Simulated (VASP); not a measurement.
Runs of VASP 6.6.1 on ScAg2. The structure is that of space group I4/mmm (No. 139), or close to it. The cells are those of the table. 

```csv
cell,gap on the mesh (eV),pressure (GPa),largest force (eV/Å)
"a = 4.940 Å, angles 139.5, 139.5, 58.5°, 3 atoms",none,(c),0.04
"a = 5.159 Å, angles 139.5, 139.5, 58.5°, 3 atoms",none,(a),-
"a = 5.282 Å, angles 139.5, 139.5, 58.5°, 3 atoms",none,-12.9,0.03
"a = 4.985 Å, angles 139.5, 139.5, 58.5°, 3 atoms",none,1.0,0.03
"a = 5.074 Å, angles 139.5, 139.5, 58.5°, 3 atoms",none,-4.7,0.02
"a = 5.201 Å, angles 139.5, 139.5, 58.5°, 3 atoms",none,-10.4,0.01
"a = 5.241 Å, angles 139.5, 139.5, 58.5°, 3 atoms",none,(b),0.02
"a = 5.030 Å, angles 139.5, 139.5, 58.5°, 3 atoms",none,-2.1,0.02
```

Alike in all rows: task single point; level LDA; potentials or basis VASP PAW LDA potentials, release 64 (Sc_sv, Ag); no spin polarisation; k mesh 11 × 11 × 11; cutoff (eV) 520; smearing methfessel-paxton 0.15 eV.

Question: Estimate the missing entries.

Answer: (a) -8.8; (b) -11.8; (c) 4.6.

A k mesh can miss the band edges, and the runs leave out spin-orbit coupling on Ag.

A gap of «none» marks levels without a gap at the run's occupations.
